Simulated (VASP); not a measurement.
# W3O in VASP: further runs

The runs below take W3O through single point, with PBE.

Program: VASP 6.6.1. These are calculated values, not measurements. Logs are shortened: lines on timing, memory, paths and dates and some standing lists are left out, and cuts for length are marked.

## Step 1: The cell of the first run

The cell holds a slab with vacuum, 4 atoms: a = 2.757 Å, b = 2.757 Å, c = 19.856 Å, α = 90.00°, β = 90.00°, γ = 109.47°.

## Step 2: Single point, PBE

Input file INCAR:

```
SYSTEM = W3O
PREC     = Accurate       ! precision mode
ENCUT    = 520            ! plane-wave cutoff, eV
EDIFF    = 1E-7           ! SCF threshold, eV
ISMEAR   = 0              ! smearing method
SIGMA    = 0.1            ! smearing width, eV
LREAL    = .FALSE.        ! projectors in reciprocal space
LASPH    = .TRUE.         ! aspherical terms in the spheres
NELM     = 80             ! most SCF steps
ALGO     = Normal         ! electronic algorithm
ISIF     = 2              ! what is computed and relaxed
LWAVE    = .FALSE.        ! write WAVECAR
LCHARG   = .FALSE.        ! write CHGCAR
LDIPOL   = .TRUE.       
IDIPOL   = 3            
DIPOL    = 0.5 0.5 0.356
GGA      = PE             ! functional
NBANDS   = 32             ! bands
```

Input file KPOINTS:

```
regular mesh
0
G
  10 10 1
  0 0 0
```

Input file POSCAR:

```
W3O
1.0
    2.7571643597      0.0000000000      0.0000000000
   -0.9190547866      2.5994794874      0.0000000000
    0.0000000000      0.0000000000     19.8562161029
W O
3 1
Direct
    0.5000000000      0.5000000000      0.2014482507
    0.0000000000      0.0000000000      0.3111437107
    0.5000000000      0.5000000000      0.4208362792
    0.6666666667      1.0000000000      0.4886123214
```

Potentials or basis: VASP PAW PBE potentials, release 64 (W_sv, O).

Command:

```
$ cat potpaw_PBE.64/W_sv/POTCAR potpaw_PBE.64/O/POTCAR > POTCAR
$ mpirun -np 1 vasp_std > vasp.out
```

OUTCAR:

```text
SYSTEM = W3O
   PREC = Accurate
   ENCUT = 520
   EDIFF = 1E-7
   ISMEAR = 0
   LREAL = .FALSE.
   LASPH = .TRUE.
   NELM = 80
   ISIF = 2
   GGA = PE

 ion  position               nearest neighbor table
   1  0.500  0.500  0.201-   2 2.70   2 2.70   2 3.13   2 3.13
   2  0.000  0.000  0.311-   3 2.70   3 2.70   1 2.70   1 2.70   3 3.13   3 3.13   1 3.13   1 3.13

   3  0.500  0.500  0.421-   4 1.87   4 2.08   4 2.62   2 2.70   2 2.70   2 3.13   2 3.13
   4  0.667  0.000  0.489-   3 1.87   3 2.08   3 2.62

  LATTYP: Found a base centered orthorhombic cell.
 ALAT       =     3.1836991705
 B/A-ratio  =     1.4142135624
 C/A-ratio  =     6.2368380427

  Lattice vectors:

 A1 = (   2.7571643597,   0.0000000000,   0.0000000000)
 A2 = (  -0.9190547866,   2.5994794874,   0.0000000000)
 A3 = (   0.0000000000,   0.0000000000,  19.8562161029)

Analysis of symmetry for initial positions (statically):
=====================================================================
 Subroutine PRICEL returns:
 Original cell was already a primitive cell.

 Routine SETGRP: Setting up the symmetry group for a
 base centered orthorhombic supercell.

 Subroutine GETGRP returns: Found  1 space group operations
 (whereof  1 operations were pure point group operations)
 out of a pool of  8 trial point group operations.

The static configuration has the point symmetry C_1 .

Analysis of symmetry for dynamics (positions and initial velocities):
=====================================================================
 Subroutine PRICEL returns:
 Original cell was already a primitive cell.

 Routine SETGRP: Setting up the symmetry group for a
 base centered orthorhombic supercell.

 Subroutine GETGRP returns: Found  1 space group operations
 (whereof  1 operations were pure point group operations)
 out of a pool of  8 trial point group operations.

The dynamic configuration has the point symmetry C_1 .

 Subroutine INISYM returns: Found  1 space group operations
 (whereof  1 operations are pure point group operations),
 and found     1 'primitive' translations

----------------------------------------------------------------------------------------

                                     Primitive cell

  volume of cell :     142.3133

  direct lattice vectors                    reciprocal lattice vectors
     2.757164360  0.000000000  0.000000000     0.362691472  0.128230800  0.000000000
    -0.919054787  2.599479487  0.000000000     0.000000000  0.384692399  0.000000000
     0.000000000  0.000000000 19.856216103     0.000000000  0.000000000  0.050362063

  length of vectors
     2.757164360  2.757164360 19.856216103     0.384692399  0.384692399  0.050362063

  position of ions in fractional coordinates (direct lattice)
     0.500000000  0.500000000  0.201448251
     0.000000000  0.000000000  0.311143711
     0.500000000  0.500000000  0.420836279
     0.666666667  0.000000000  0.488612321

  ion indices of the primitive-cell ions
   primitive index   ion index
                 1           1
                 2           2
                 3           3
                 4           4

----------------------------------------------------------------------------------------

 KPOINTS: regular mesh

Automatic generation of k-mesh.
 Grid dimensions read from file:
 generate k-points for:   10   10    1

 Generating k-lattice:

  Cartesian coordinates                     Fractional coordinates (reciprocal lattice)
     0.036269147  0.012823080  0.000000000     0.100000000 -0.000000000  0.000000000
     0.000000000  0.038469240  0.000000000     0.000000000  0.100000000  0.000000000
     0.000000000  0.000000000  0.050362063     0.000000000  0.000000000  1.000000000

  Length of vectors
     0.038469240  0.038469240  0.050362063

  Shift w.r.t. Gamma in fractional coordinates (k-lattice)
     0.000000000  0.000000000  0.000000000

 Subroutine IBZKPT returns following result:
 ===========================================

 Found     52 irreducible k-points:

 Following reciprocal coordinates:
            Coordinates               Weight
  0.000000  0.000000  0.000000      1.000000
  0.100000  0.000000  0.000000      2.000000
  0.000000  0.100000  0.000000      2.000000
  0.200000  0.000000  0.000000      2.000000
  0.000000  0.200000  0.000000      2.000000
  0.300000 -0.000000  0.000000      2.000000
[... 16 lines left out ...]
 -0.300000  0.100000  0.000000      2.000000
  0.100000 -0.300000  0.000000      2.000000
 [... further k-points ...]
   k-points           NKPTS =     52   k-points in BZ     NKDIM =     52   number of bands    NBANDS=     32
   number of dos      NEDOS =    301   number of ions     NIONS =      4
   total plane-waves  NPLWV =  86400
   dimension x,y,z NGX =    24 NGY =   24 NGZ =  150
   dimension x,y,z NGXF=    48 NGYF=   48 NGZF=  300
   ions per type =               3   1
   NGX,Y,Z   is equivalent  to a cutoff of  14.47, 14.47, 12.56 a.u.
   NGXF,Y,Z  is equivalent  to a cutoff of  28.94, 28.94, 25.12 a.u.
 SYSTEM =  W3O
   PREC   = accura    normal or accurate (medium, high low for compatibility)
   ISTART =      0    job   : 0-new  1-cont  2-samecut
   ICHARG =      2    charge: 1-file 2-atom 10-const
   ISPIN  =      1    spin polarized calculation?
   LNONCOLLINEAR =      F non collinear calculations
   LSORBIT =      F    spin-orbit coupling
   LASPH  =      T    aspherical Exc in radial PAW
   ENCUT  =  520.0 eV  38.22 Ry    6.18 a.u.   5.13  5.13 36.92*2*pi/ulx,y,z
   NELM   =     80;   NELMIN=  2; NELMDL= -5     # of ELM steps
   EDIFF  = 0.1E-06   stopping-criterion for ELM
   LREAL  =      F    real-space projection
   EDIFFG = 0.1E-05   stopping-criterion for IOM
   NSW    =      0    number of steps for IOM
   IBRION =     -1    ionic relax: 0-MD 1-quasi-New 2-CG
   NFREE  =      0    steps in history (QN), initial steepest desc. (CG)
   ISIF   =      2    stress and relaxation
   ISYM   =      2    0-nonsym 1-usesym 2-fastsym
   POTIM  = 0.5000    time-step for ionic-motion
   TEBEG  =    0.0;   TEEND  =   0.0 temperature during run
   PSTRESS=    0.0 pullay stress
   NELECT =      48.0000    total number of electrons
   NUPDOWN=      -1.0000    fix difference up-down
   EMIN   =  10.00;   EMAX   =-10.00  energy-range for DOS
   EFERMI =   0.00;   METHOD = LEGACY
   ISMEAR =     0;   SIGMA  =   0.10  broadening in eV -4-tet -1-fermi 0-gaus
   EFERMI_NEDOS =   21; number of points for ismear=-14 and -15
   IALGO  =     38    algorithm
   IMIX   =      4    mixing-type and parameters
     AMIX     =   0.40;   BMIX     =  1.00
     AMIX_MAG =   1.60;   BMIX_MAG =  1.00
  volume/ion in A,a.u.               =      35.58       240.09
  Fermi-wavevector in a.u.,A,eV,Ry     =   1.139568  2.153470 17.668718  1.298614
  Thomas-Fermi vector in A             =   2.276271
   LORBIT       =      0    0 simple, 1 ext, 2 COOP (PROOUT), +10 PAW based schemes
   GGA     = PE    functional components
   LHFCALC =     F    Hartree Fock is set to
   AEXX    =    0.0000 exact exchange contribution
   IVDW    =     0    specifies the selected vdW correction
   LEPSILON=     F    determine dielectric tensor
   LRPA    =     F    only Hartree local field effects (RPA)
 non-spin polarized calculation
 Gauss-broadening in eV      SIGMA  =   0.10
  energy-cutoff  :      520.00
  volume of cell :      142.31
 maximum number of plane-waves:      3862
 NGX is ok and might be reduce to    24
   NGX = 11   NGY = 11   NGZ = 73

 dipolmoment           0.000000      0.000000     -0.540841 electrons x Angstroem

 number of electron      48.0000002 magnetization

 dipolmoment           0.000000      0.000000      0.083766 electrons x Angstroem

 Free energy of the ion-electron system (eV)
  ---------------------------------------------------
  ext. energy  EPLUGINS =         0.00000000
  ---------------------------------------------------
  free energy    TOTEN  =       -43.98451315 eV

  energy without entropy =      -43.96960952  energy(sigma->0) =      -43.97706133

 E-fermi :   0.3838     XC(G=0):  -5.9960

 val. band max:        0.3700787537   @ k =   0.0000   0.4000   0.0000
 cond. band min:       0.4012010279   @ k =  -0.2000   0.1000   0.0000
 fundamental gap:      0.0311222742
 Fermi energy:         0.3838447252

 k-point     1 :       0.0000    0.0000    0.0000
  band No.  band energies     occupation
      1     -74.3237      2.00000
      2     -73.7119      2.00000
      3     -73.5950      2.00000
      4     -38.8132      2.00000
      5     -38.3161      2.00000
      6     -38.2241      2.00000
[... 24 lines left out ...]
     31       2.8288      0.00000
     32       3.2807      0.00000

 k-point     2 :       0.1000    0.0000    0.0000
  band No.  band energies     occupation
      1     -74.3174      2.00000
      2     -73.7048      2.00000
      3     -73.5905      2.00000
      4     -38.7931      2.00000
      5     -38.3806      2.00000
      6     -38.2041      2.00000
[... 24 lines left out ...]
     31       2.9266      0.00000
     32       3.4732      0.00000

 k-point     3 :       0.0000    0.1000    0.0000
  band No.  band energies     occupation
      1     -74.3172      2.00000
      2     -73.7048      2.00000
      3     -73.5905      2.00000
      4     -38.7898      2.00000
      5     -38.3960      2.00000
      6     -38.2002      2.00000
[... 24 lines left out ...]
     31       3.0126      0.00000
     32       3.5284      0.00000

 k-point     4 :       0.2000    0.0000    0.0000
  band No.  band energies     occupation
      1     -74.3012      2.00000
      2     -73.6861      2.00000
      3     -73.5789      2.00000
      4     -38.7469      2.00000
      5     -38.5527      2.00000
      6     -38.2050      2.00000
[... 654 lines left out ...]
     31       4.5598      0.00000
     32       4.7542      0.00000

 k-point    23 :      -0.3000    0.1000    0.0000
  band No.  band energies     occupation
      1     -74.2787      2.00000
      2     -73.6628      2.00000
      3     -73.5589      2.00000
      4     -38.7552      2.00000
      5     -38.6762      2.00000
      6     -38.2756      2.00000
[... 24 lines left out ...]
     31       3.4993      0.00000
     32       3.9817      0.00000

 k-point    24 :       0.1000   -0.3000    0.0000
  band No.  band energies     occupation
      1     -74.2772      2.00000
      2     -73.6628      2.00000
      3     -73.5589      2.00000
      4     -38.8454      2.00000
      5     -38.6455      2.00000
      6     -38.2713      2.00000
[... 24 lines left out ...]
     31       3.4216      0.00000
     32       3.9256      0.00000

 [... further k-points ...]

------------------------ aborting loop because EDIFF is reached ----------------------------------------

 vacuum level on the upper side and lower side of the slab       (xc-potential included)         1.020        -1.144

  FORCE on cell =-STRESS in cart. coord.  units (eV):
  Direction    XX          YY          ZZ          XY          YZ          ZX
  --------------------------------------------------------------------------------------
  -------------------------------------------------------------------------------------
  Total        0.0245811      0.8816966      2.4460313     -2.1440338      2.6666969      1.0383457
  in kB        0.2767368      9.9262277     27.5376609    -24.1377435     30.0219363     11.6897980
  external PRESSURE =      12.5802085 kB  Pullay stress =       0.0000000 kB

 VOLUME and BASIS-vectors are now :
 -----------------------------------------------------------------------------
  energy-cutoff  :      520.00
  volume of cell :      142.31
      direct lattice vectors                 reciprocal lattice vectors
     2.757164360  0.000000000  0.000000000     0.362691472  0.128230800  0.000000000
    -0.919054787  2.599479487  0.000000000     0.000000000  0.384692399  0.000000000
     0.000000000  0.000000000 19.856216103     0.000000000  0.000000000  0.050362063

 POSITION                                       TOTAL-FORCE (eV/Angst)
 -----------------------------------------------------------------------------------
      0.91905      1.29974      4.00000         0.015377      0.152453     -0.085688
      0.00000      0.00000      6.17814        -0.306866     -0.405944     -0.814290
      0.91905      1.29974      8.35622        -0.033713     -1.565335      0.638074
      1.83811      0.00000      9.70199         0.325201      1.818827      0.261904
 -----------------------------------------------------------------------------------
    total drift:                                0.000011      0.000027      0.000293

  FREE ENERGIE OF THE ION-ELECTRON SYSTEM (eV)
  ---------------------------------------------------
  free  energy   TOTEN  =       -43.9845131451 eV

  energy  without entropy=      -43.9696095168  energy(sigma->0) =      -43.97706133

 vacuum level on the upper side and lower side of the slab         7.324         5.152
```

Run time: 4.1 min. Hardware: 1 thread of Intel Xeon 6975P-C (Granite Rapids), shared host; peak memory 0.38 GiB.

What came out:

- Free energy: -43.9845 eV
- Largest force: 1.866 eV/Å
- Band gap on the k mesh: zero (band 24 reaches 1.59 eV, above the bottom of band 25 at -0.24 eV)

Forces on the atoms (eV/Å):
```
W    0.015  0.152 -0.086
W   -0.307 -0.406 -0.814
W   -0.034 -1.565  0.638
O    0.325  1.819  0.262
```

Caveat: spin-orbit coupling is left out, which moves the levels of the heavy elements.

(Continued in part 2 of 2.)
